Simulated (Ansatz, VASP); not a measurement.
# One calculation of Tl, two programs

INCAR

```
SYSTEM = Tl
PREC = Accurate
ENCUT = 500
EDIFF = 1E-6
ISMEAR = -1
SIGMA = 0.02
LREAL = .FALSE.
LASPH = .TRUE.
NELM = 120
ALGO = Normal
ISIF = 2
LWAVE = .FALSE.
LCHARG = .FALSE.
GGA = PE
NBANDS = 12
GGA_COMPAT = .FALSE.
```

KPOINTS

```
regular mesh
0
G
  4 4 4
  0 0 0
```

File POSCAR:

```
Tl
1.0
    0.0000000000      2.4663412330      2.4663412330
    2.4663412330      0.0000000000      2.4663412330
    2.4663412330      2.4663412330      0.0000000000
Tl
1
Direct
    0.0000000000      0.0000000000      0.0000000000
```

The input input.yaml:

```yaml
crystal:
  lattice:
    - [0.0, 2.466341233, 2.466341233]
    - [2.466341233, 0.0, 2.466341233]
    - [2.466341233, 2.466341233, 0.0]
  atoms:
    - { symbol: Tl, position: [0.0, 0.0, 0.0] }
kpoints:
  mp_grid: { grid: [4, 4, 4] }
scf:
  occupations: { method: fermi_dirac, width: 0.02 }
hamiltonian:
  xc: pbe
  pseudopotentials: { kind: all_electron, lapw: { basis_error: 0.002 } }
output:
  forces: true
  stress: true
  eigenvalues: true
```

Alike in both runs: task single point; functional PBE; k mesh 4 × 4 × 4; occupations fermi-dirac, width 0.02 eV; no spin polarisation.

|  | VASP | Ansatz |
| --- | --- | --- |
| version | VASP 6.6.1 | Ansatz 0.2.0 |
| potentials or method | VASP PAW PBE potentials, release 64 (Tl_d), cutoff 500 eV | all-electron LAPW, scalar-relativistic |

|  | VASP | Ansatz | Ansatz less VASP |
| --- | --- | --- | --- |
| gap on the k mesh at the Fermi level (eV) | none | none | - |
| pressure (GPa) | 1.8 | 1.8 | +0.06 |

A gap of «none» marks a metal or a gap that the smearing closes. Ansatz ran all-electron here, and VASP with PAW potentials.

The k mesh is coarse, so the values compare programs but aren't converged. Spin-orbit coupling is off throughout.
